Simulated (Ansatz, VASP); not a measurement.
**BaTiO3 in VASP and in Ansatz**

File INCAR:

```
SYSTEM = BaTiO3
  ALGO = Normal
  EDIFF = 1E-8
  ENCUT = 520
  GGA = PE
  ISIF = 2
  ISMEAR = -1
  LASPH = .TRUE.
  LCHARG = .FALSE.
  LEFG = .TRUE.
  LREAL = .FALSE.
  LWAVE = .FALSE.
  NBANDS = 28
  NELM = 60
  PREC = Accurate
  SIGMA = 0.05
```

File KPOINTS:

```
k-points
0
G
  8 8 8
  0 0 0
```

POSCAR

```
BaTiO3
1.0
    4.0622394458      0.0000000000      0.0000000000
    0.0000000000      2.8926925578      2.9016141701
    0.0000000000     -2.8926925578      2.9016141701
Ba Ti O
1 1 3
Direct
    0.0000000000      0.0000000000      0.0000000000
    0.5000000000      0.5079000000      0.5079000000
    0.0000000000      0.4921000000      0.4921000000
    0.5000000000      0.5025100000      0.9937100000
    0.5000000000      0.9937100000      0.5025100000
```

Input for Ansatz:

```yaml
crystal:
  lattice:
    - [4.0622394458, 0.0, 0.0]
    - [0.0, 2.8926925578, 2.9016141701]
    - [0.0, -2.8926925578, 2.9016141701]
  atoms:
    - { symbol: Ba, position: [0.0, 0.0, 0.0] }
    - { symbol: Ti, position: [0.5, 0.5079, 0.5079] }
    - { symbol: O, position: [0.0, 0.4921, 0.4921] }
    - { symbol: O, position: [0.5, 0.50251, 0.99371] }
    - { symbol: O, position: [0.5, 0.99371, 0.50251] }
kpoints:
  mp_grid: { grid: [8, 8, 8] }
scf:
  occupations: { method: fermi_dirac, width: 0.05 }
hamiltonian:
  xc: pbe
  pseudopotentials: { kind: all_electron, datasets: crystal }
output:
  forces: true
  stress: true
  eigenvalues: true
  efg: { contact_densities: true }
```

Change from the starting cell: volume scaled by 1.06, crystal datasets.

Alike in both runs: task electric field gradients; functional PBE; k mesh 8 × 8 × 8; occupations fermi-dirac, width 0.05 eV; no spin polarisation.

|  | VASP | Ansatz |
| --- | --- | --- |
| version | VASP 6.6.1 | Ansatz 0.2.0 |
| potentials or method | VASP PAW PBE potentials, release 64 (Ba_sv, Ti_sv, O), cutoff 520 eV | all-electron PAW with datasets made for the crystal, scalar-relativistic |

VASP gave:

```
pressure (GPa)                                                : -5.4
traceless stress, the component that is largest in VASP (GPa) : -0.58
rms of the force components (eV/Å)                            : 0.152
size of Vzz on the site where it differs most (V/Å²)          : 5.4
```

**Question.** Which values does Ansatz return?

**Answer.** Pressure (GPa): -6.8; traceless stress, the component that is largest in VASP (GPa): -0.56; rms of the force components (eV/Å): 0.158; size of Vzz on the site where it differs most (V/Å²): 5.6.

Atom by atom the forces differ by 0.007 eV/Å (rms over components). Ansatz ran all-electron here, and VASP with PAW potentials.

Spin-orbit coupling is off throughout.
